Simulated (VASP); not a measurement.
# AlGa3Sb4 (P3m1) in VASP: single point with PBE

Aim: the single point of AlGa3Sb4 with PBE.

Everything below comes from runs of VASP 6.6.1. Logs are shortened: lines on timing, memory, paths and dates and some standing lists are left out, and cuts for length are marked.

### 1 The cell of the first run

Symmetry: P3m1, No. 156, trigonal system. The conventional cell has a = 4.383 Å, b = 4.383 Å, c = 14.440 Å, α = 90.00°, β = 90.00°, γ = 120.00°. Al (site symmetry 3m) has 4 Sb at 2.69 to 2.71 Å within 3.5 Å. Ga (site symmetry 3m) has 4 Sb at 2.69 to 2.70 Å within 3.5 Å. Within 3.5 Å of Ga (site symmetry 3m) lie 4 Sb at 2.69 to 2.70 Å. Within 3.5 Å of Ga (site symmetry 3m) lie 4 Sb at 2.69 to 2.70 Å. Within 3.5 Å of Sb (site symmetry 3m) lie 3 Al at 2.69 Å and 1 Ga at 2.70 Å. Sb (site symmetry 3m) has 4 Ga at 2.69 to 2.70 Å within 3.5 Å. Within 3.5 Å of Sb (site symmetry 3m) lie 4 Ga at 2.69 to 2.70 Å. Sb (site symmetry 3m) has 3 Ga at 2.69 Å and 1 Al at 2.71 Å within 3.5 Å.

### 2 Single point, PBE

Contents of INCAR:

```
SYSTEM = AlGa3Sb4
ALGO = Normal
EDIFF = 1E-6
ENCUT = 520
GGA = PE
ISIF = 2
ISMEAR = -1
LASPH = .TRUE.
LCHARG = .TRUE.
LELF = .TRUE.
LREAL = .FALSE.
LVHAR = .TRUE.
LWAVE = .FALSE.
NBANDS = 41
NELM = 80
PREC = Accurate
SIGMA = 0.15
```

Contents of KPOINTS:

```
k-points
0
G
  12 12 4
  0 0 0
```

Contents of POSCAR:

```
AlGa3Sb4
1.0
    4.3828543056      0.0000000000      0.0000000000
   -2.1914271528      3.7956631697      0.0000000000
    0.0000000000      0.0000000000     14.4398966722
Al Ga Sb
1 3 4
Direct
    0.3333333333      0.6666666667      0.4998246173
    0.6666666667      0.3333333333      0.2500562795
    0.6666666667      0.3333333333      0.7505672460
    0.3333333333      0.6666666667      0.0002093958
    0.6666666667      0.3333333333      0.4371035101
    0.6666666667      0.3333333333      0.9374563102
    0.3333333333      0.6666666667      0.1872385822
    0.3333333333      0.6666666667      0.6873440589
```

Potentials or basis: VASP PAW PBE potentials, release 64 (Al, Ga_d, Sb).

On the command line:

```console
> cat potpaw_PBE.64/Al/POTCAR potpaw_PBE.64/Ga_d/POTCAR potpaw_PBE.64/Sb/POTCAR > POTCAR
> mpirun -np 1 vasp_std > vasp.out
```

OUTCAR:

```text
SYSTEM = AlGa3Sb4
   EDIFF = 1E-6
   ENCUT = 520
   GGA = PE
   ISIF = 2
   ISMEAR = -1
   LASPH = .TRUE.
   LREAL = .FALSE.
   NELM = 80
   PREC = Accurate

 ion  position               nearest neighbor table
   1  0.333  0.667  0.500-   5 2.69   5 2.69   5 2.69   8 2.71
   2  0.667  0.333  0.250-   7 2.69   7 2.69   7 2.69   5 2.70
   3  0.667  0.333  0.751-   8 2.69   8 2.69   8 2.69   6 2.70
   4  0.333  0.667  0.000-   6 2.69   6 2.69   6 2.69   7 2.70
   5  0.667  0.333  0.437-   1 2.69   1 2.69   1 2.69   2 2.70
   6  0.667  0.333  0.937-   4 2.69   4 2.69   4 2.69   3 2.70
   7  0.333  0.667  0.187-   2 2.69   2 2.69   2 2.69   4 2.70
   8  0.333  0.667  0.687-   3 2.69   3 2.69   3 2.69   1 2.71

  LATTYP: Found a hexagonal cell.
 ALAT       =     4.3828543056
 C/A-ratio  =     3.2946330554

  Lattice vectors:

 A1 = (   4.3828543056,   0.0000000000,   0.0000000000)
 A2 = (  -2.1914271528,   3.7956631697,   0.0000000000)
 A3 = (   0.0000000000,   0.0000000000,  14.4398966722)

Analysis of symmetry for initial positions (statically):
=====================================================================
 Subroutine PRICEL returns:
 Original cell was already a primitive cell.

 Routine SETGRP: Setting up the symmetry group for a
 hexagonal supercell.

 Subroutine GETGRP returns: Found  6 space group operations
 (whereof  6 operations were pure point group operations)
 out of a pool of 24 trial point group operations.

The static configuration has the point symmetry C_3v.

Analysis of symmetry for dynamics (positions and initial velocities):
=====================================================================
 Subroutine PRICEL returns:
 Original cell was already a primitive cell.

 Routine SETGRP: Setting up the symmetry group for a
 hexagonal supercell.

 Subroutine GETGRP returns: Found  6 space group operations
 (whereof  6 operations were pure point group operations)
 out of a pool of 24 trial point group operations.

The dynamic configuration has the point symmetry C_3v.

 Subroutine INISYM returns: Found  6 space group operations
 (whereof  6 operations are pure point group operations),
 and found     1 'primitive' translations

----------------------------------------------------------------------------------------

                                     Primitive cell

  volume of cell :     240.2198

  direct lattice vectors                    reciprocal lattice vectors
     4.382854306  0.000000000  0.000000000     0.228161817  0.131729286  0.000000000
    -2.191427153  3.795663170  0.000000000     0.000000000  0.263458572  0.000000000
     0.000000000  0.000000000 14.439896672     0.000000000  0.000000000  0.069252573

  length of vectors
     4.382854306  4.382854306 14.439896672     0.263458572  0.263458572  0.069252573

  position of ions in fractional coordinates (direct lattice)
     0.333333333  0.666666667  0.499824617
     0.666666667  0.333333333  0.250056280
     0.666666667  0.333333333  0.750567246
     0.333333333  0.666666667  0.000209396
     0.666666667  0.333333333  0.437103510
     0.666666667  0.333333333  0.937456310
     0.333333333  0.666666667  0.187238582
     0.333333333  0.666666667  0.687344059

  ion indices of the primitive-cell ions
   primitive index   ion index
                 1           1
                 2           2
                 3           3
                 4           4
                 5           5
                 6           6
                 7           7
                 8           8

----------------------------------------------------------------------------------------

 KPOINTS: k-points

Automatic generation of k-mesh.
 Grid dimensions read from file:
 generate k-points for:   12   12    4

 Generating k-lattice:

  Cartesian coordinates                     Fractional coordinates (reciprocal lattice)
     0.019013485  0.010977441  0.000000000     0.083333333  0.000000000  0.000000000
     0.000000000  0.021954881  0.000000000     0.000000000  0.083333333  0.000000000
     0.000000000  0.000000000  0.017313143     0.000000000  0.000000000  0.250000000

  Length of vectors
     0.021954881  0.021954881  0.017313143

  Shift w.r.t. Gamma in fractional coordinates (k-lattice)
     0.000000000  0.000000000  0.000000000

 Subroutine IBZKPT returns following result:
 ===========================================

 Found     69 irreducible k-points:

 Following reciprocal coordinates:
            Coordinates               Weight
  0.000000  0.000000  0.000000      1.000000
  0.083333 -0.000000  0.000000      6.000000
  0.166667 -0.000000  0.000000      6.000000
  0.250000 -0.000000  0.000000      6.000000
  0.333333 -0.000000  0.000000      6.000000
  0.416667 -0.000000  0.000000      6.000000
[... 16 lines left out ...]
  0.166667 -0.000000  0.250000      6.000000
  0.000000  0.166667  0.250000      6.000000
 [... further k-points ...]
   k-points           NKPTS =     69   k-points in BZ     NKDIM =     69   number of bands    NBANDS=     41
   number of dos      NEDOS =    301   number of ions     NIONS =      8
   total plane-waves  NPLWV = 139968
   dimension x,y,z NGX =    36 NGY =   36 NGZ =  108
   dimension x,y,z NGXF=    72 NGYF=   72 NGZF=  216
   ions per type =               1   3   4
   NGX,Y,Z   is equivalent  to a cutoff of  13.66, 13.66, 12.43 a.u.
   NGXF,Y,Z  is equivalent  to a cutoff of  27.31, 27.31, 24.87 a.u.
 SYSTEM =  AlGa3Sb4
   PREC   = accura    normal or accurate (medium, high low for compatibility)
   ISTART =      0    job   : 0-new  1-cont  2-samecut
   ICHARG =      2    charge: 1-file 2-atom 10-const
   ISPIN  =      1    spin polarized calculation?
   LNONCOLLINEAR =      F non collinear calculations
   LSORBIT =      F    spin-orbit coupling
   LASPH  =      T    aspherical Exc in radial PAW
   ENCUT  =  520.0 eV  38.22 Ry    6.18 a.u.   8.15  8.15 26.85*2*pi/ulx,y,z
   NELM   =     80;   NELMIN=  2; NELMDL= -5     # of ELM steps
   EDIFF  = 0.1E-05   stopping-criterion for ELM
   LREAL  =      F    real-space projection
   EDIFFG = 0.1E-04   stopping-criterion for IOM
   NSW    =      0    number of steps for IOM
   IBRION =     -1    ionic relax: 0-MD 1-quasi-New 2-CG
   NFREE  =      0    steps in history (QN), initial steepest desc. (CG)
   ISIF   =      2    stress and relaxation
   ISYM   =      2    0-nonsym 1-usesym 2-fastsym
   POTIM  = 0.5000    time-step for ionic-motion
   TEBEG  =    0.0;   TEEND  =   0.0 temperature during run
   PSTRESS=    0.0 pullay stress
   NELECT =      62.0000    total number of electrons
   NUPDOWN=      -1.0000    fix difference up-down
   EMIN   =  10.00;   EMAX   =-10.00  energy-range for DOS
   EFERMI =   0.00;   METHOD = LEGACY
   ISMEAR =    -1;   SIGMA  =   0.15  broadening in eV -4-tet -1-fermi 0-gaus
   EFERMI_NEDOS =   21; number of points for ismear=-14 and -15
   IALGO  =     38    algorithm
   IMIX   =      4    mixing-type and parameters
     AMIX     =   0.40;   BMIX     =  1.00
     AMIX_MAG =   1.60;   BMIX_MAG =  1.00
  volume/ion in A,a.u.               =      30.03       202.64
  Fermi-wavevector in a.u.,A,eV,Ry     =   1.042323  1.969706 14.781886  1.086438
  Thomas-Fermi vector in A             =   2.176983
   LORBIT       =      0    0 simple, 1 ext, 2 COOP (PROOUT), +10 PAW based schemes
   GGA     = PE    functional components
   LHFCALC =     F    Hartree Fock is set to
   AEXX    =    0.0000 exact exchange contribution
   IVDW    =     0    specifies the selected vdW correction
   LEPSILON=     F    determine dielectric tensor
   LRPA    =     F    only Hartree local field effects (RPA)
 non-spin polarized calculation
  energy-cutoff  :      520.00
  volume of cell :      240.22
 maximum number of plane-waves:      6492
 NGX is ok and might be reduce to    36
   NGX = 17   NGY = 17   NGZ = 53

 number of electron      61.9999996 magnetization

 Free energy of the ion-electron system (eV)
  ---------------------------------------------------
  ext. energy  EPLUGINS =         0.00000000
  ---------------------------------------------------
  free energy    TOTEN  =       -30.24036479 eV

  energy without entropy =      -30.21399920  energy(sigma->0) =      -30.22718199

 E-fermi :   4.6865     XC(G=0):  -8.7825

 val. band max:        4.5088156307   @ k =   0.0000   0.0000   0.0000
 cond. band min:       4.7378182750   @ k =   0.0000   0.0000   0.2500
 fundamental gap:      0.2290026443
 Fermi energy:         4.6865092874

 k-point     1 :       0.0000    0.0000    0.0000
  band No.  band energies     occupation
      1     -10.4942      2.00000
      2     -10.4852      2.00000
      3     -10.4756      2.00000
      4     -10.4755      2.00000
      5     -10.4755      2.00000
      6     -10.4690      2.00000
[... 33 lines left out ...]
     40       7.8366      0.00000
     41       7.9423      0.00000

 k-point     2 :       0.0833   -0.0000    0.0000
  band No.  band energies     occupation
      1     -10.4952      2.00000
      2     -10.4861      2.00000
      3     -10.4774      2.00000
      4     -10.4748      2.00000
      5     -10.4743      2.00000
      6     -10.4690      2.00000
[... 33 lines left out ...]
     40       7.8062      0.00000
     41       8.0572      0.00000

 k-point     3 :       0.1667   -0.0000    0.0000
  band No.  band energies     occupation
      1     -10.4980      2.00000
      2     -10.4889      2.00000
      3     -10.4783      2.00000
      4     -10.4763      2.00000
      5     -10.4728      2.00000
      6     -10.4676      2.00000
[... 33 lines left out ...]
     40       7.9761      0.00000
     41       8.6144      0.00000

 k-point     4 :       0.2500   -0.0000    0.0000
  band No.  band energies     occupation
      1     -10.5020      2.00000
      2     -10.4931      2.00000
      3     -10.4816      2.00000
      4     -10.4768      2.00000
      5     -10.4703      2.00000
      6     -10.4651      2.00000
[... 825 lines left out ...]
     40       7.7947      0.00000
     41       8.1105      0.00000

 k-point    23 :       0.1667   -0.0000    0.2500
  band No.  band energies     occupation
      1     -10.4980      2.00000
      2     -10.4889      2.00000
      3     -10.4783      2.00000
      4     -10.4762      2.00000
      5     -10.4728      2.00000
      6     -10.4676      2.00000
[... 33 lines left out ...]
     40       8.2727      0.00000
     41       8.2879      0.00000

 k-point    24 :       0.0000    0.1667    0.2500
  band No.  band energies     occupation
      1     -10.4980      2.00000
      2     -10.4889      2.00000
      3     -10.4783      2.00000
      4     -10.4762      2.00000
      5     -10.4728      2.00000
      6     -10.4676      2.00000
[... 33 lines left out ...]
     40       8.2866      0.00000
     41       8.3756      0.00000

 [... further k-points ...]
[... 5 lines left out ...]
  --------------------------------------------------------------------------------------
  -------------------------------------------------------------------------------------
  Total        0.1291681      0.1291681      0.1307001      0.0000000     -0.0000000      0.0000000
  in kB        0.8615032      0.8615032      0.8717212      0.0000000     -0.0000000      0.0000000
  external PRESSURE =       0.8649092 kB  Pullay stress =       0.0000000 kB

 VOLUME and BASIS-vectors are now :
 -----------------------------------------------------------------------------
  energy-cutoff  :      520.00
  volume of cell :      240.22
      direct lattice vectors                 reciprocal lattice vectors
     4.382854306  0.000000000  0.000000000     0.228161817  0.131729286  0.000000000
    -2.191427153  3.795663170  0.000000000     0.000000000  0.263458572  0.000000000
     0.000000000  0.000000000 14.439896672     0.000000000  0.000000000  0.069252573

 POSITION                                       TOTAL-FORCE (eV/Angst)
 -----------------------------------------------------------------------------------
     -0.00000      2.53044      7.21742        -0.000000      0.000000      0.003691
      2.19143      1.26522      3.61079        -0.000000      0.000000     -0.001542
      2.19143      1.26522     10.83811         0.000000     -0.000000      0.000265
     -0.00000      2.53044      0.00302         0.000000     -0.000000      0.000193
      2.19143      1.26522      6.31173        -0.000000      0.000000     -0.010020
      2.19143      1.26522     13.53677        -0.000000      0.000000     -0.000281
     -0.00000      2.53044      2.70371        -0.000000      0.000000     -0.000279
     -0.00000      2.53044      9.92518        -0.000000      0.000000      0.007973
 -----------------------------------------------------------------------------------
    total drift:                               -0.000001      0.000000     -0.000689

  FREE ENERGIE OF THE ION-ELECTRON SYSTEM (eV)
  ---------------------------------------------------
  free  energy   TOTEN  =       -30.2403647910 eV

  energy  without entropy=      -30.2139991977  energy(sigma->0) =      -30.22718199
```

Wall time 23 min (1 thread of Oxide Virtual Turin-like, shared host); peak memory 0.74 GiB.

Results:

- Free energy: -30.2404 eV
- Pressure: 0.1 GPa
- Largest force: 0.010 eV/Å
- Band gap on the k mesh: zero (filled and empty bands touch)

Forces on the atoms (eV/Å):
```
Al   0.000  0.000  0.004
Ga   0.000  0.000 -0.002
Ga   0.000  0.000  0.000
Ga   0.000  0.000  0.000
Sb   0.000  0.000 -0.010
Sb   0.000  0.000  0.000
Sb   0.000  0.000  0.000
Sb   0.000  0.000  0.008
```

Caveat: spin-orbit coupling is left out, which moves the levels of the heavy elements.
